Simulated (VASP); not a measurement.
Wanted: the native input for a VASP 6.6.1 run.

```yaml
Task: single point
Functional: PBE
Potentials_or_basis: VASP PAW PBE potentials, release 64 (Be, S)
Cutoff: 520 eV
k_mesh: 10 × 10 × 10
Occupations: fermi-dirac, width 0.02 eV
Spin: no spin polarisation
Dipole_correction: no
Further_INCAR_settings: ALGO = Normal; EDIFF = 1e-06; NBANDS = 11
```

The structure of BeS lies in POSCAR:

```
BeS
1.0
    0.0000000000      2.3856201057      2.3856201057
    2.3856201057      0.0000000000      2.3856201057
    2.3856201057      2.3856201057      0.0000000000
Be S
1 1
Direct
    0.0000000000      0.0000000000      0.0000000000
    0.2500000000      0.2500000000      0.2500000000
```

This cell differs from its parent crystal: strain -2.0%.

The input as run:

INCAR

```
PREC = Accurate ; ENCUT = 520
EDIFF = 1E-6 ; ISMEAR = -1
SIGMA = 0.02 ; LREAL = F
LASPH = T ; NELM = 60
ALGO = Normal ; ISIF = 2
LWAVE = F ; LCHARG = T
GGA = PE ; LELF = T
LVHAR = T ; NBANDS = 11
```

KPOINTS

```
regular mesh
0
Gamma
  10 10 10
```

Potentials or basis: VASP PAW PBE potentials, release 64 (Be, S).

The run is started by

```bash
$ cat potpaw_PBE.64/Be/POTCAR potpaw_PBE.64/S/POTCAR > POTCAR
$ mpirun -np 1 vasp_std > vasp.out
```

Results of the run:

```
Pressure               : 6.9 GPa
Band gap on the k mesh : 2.99 eV, indirect (least direct gap 5.64 eV)
```

Caveat: the cell differs from its parent crystal (strain -2.0%).

Wall time 21 s on 1 thread of AMD EPYC 7R43 64-Core Processor (Zen 3), with other jobs on the host, peak memory 0.12 GiB.
